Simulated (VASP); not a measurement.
Here is a VASP 6.6.1 calculation.

The input INCAR:

```
SYSTEM = ZrB2
ALGO     = Normal         ! electronic algorithm
EDIFF    = 1E-6           ! SCF threshold, eV
ENCUT    = 500            ! plane-wave cutoff, eV
GGA      = CA             ! functional
GGA_COMPAT= .FALSE.      
ISIF     = 2              ! what is computed and relaxed
ISMEAR   = 0              ! smearing method
LASPH    = .TRUE.         ! aspherical terms in the spheres
LCHARG   = .TRUE.         ! write CHGCAR
LELF     = .TRUE.         ! ELF
LREAL    = .FALSE.        ! projectors in reciprocal space
LVHAR    = .TRUE.       
LWAVE    = .FALSE.        ! write WAVECAR
NBANDS   = 16             ! bands
NELM     = 120            ! most SCF steps
PREC     = Accurate       ! precision mode
SIGMA    = 0.05           ! smearing width, eV
```

KPOINTS

```
k-points
0
G
  8 8 7
  0 0 0
```

The input POSCAR:

```
ZrB2
1.0
    3.1333859330      0.0000000000      0.0000000000
   -1.5666929665      2.7135918178      0.0000000000
    0.0000000000      0.0000000000      3.4870524202
Zr B
1 2
Direct
    0.0000000000      0.0000000000      0.0000000000
    0.3333333333      0.6666666667      0.5000000000
    0.6666666667      0.3333333333      0.5000000000
```

Potentials or basis: VASP PAW LDA potentials, release 64 (Zr_sv, B).

The run is started by

```console
$ cat potpaw_LDA.64/Zr_sv/POTCAR potpaw_LDA.64/B/POTCAR > POTCAR
$ mpirun -np 1 vasp_std > vasp.out
```

**Question.** Estimate the pressure.

**Answer.** 0.6 GPa.

**Question.** What does it give for the band gap on the k mesh?

**Answer.** Zero (band 9 reaches 11.33 eV, above the bottom of band 10 at 11.09 eV).
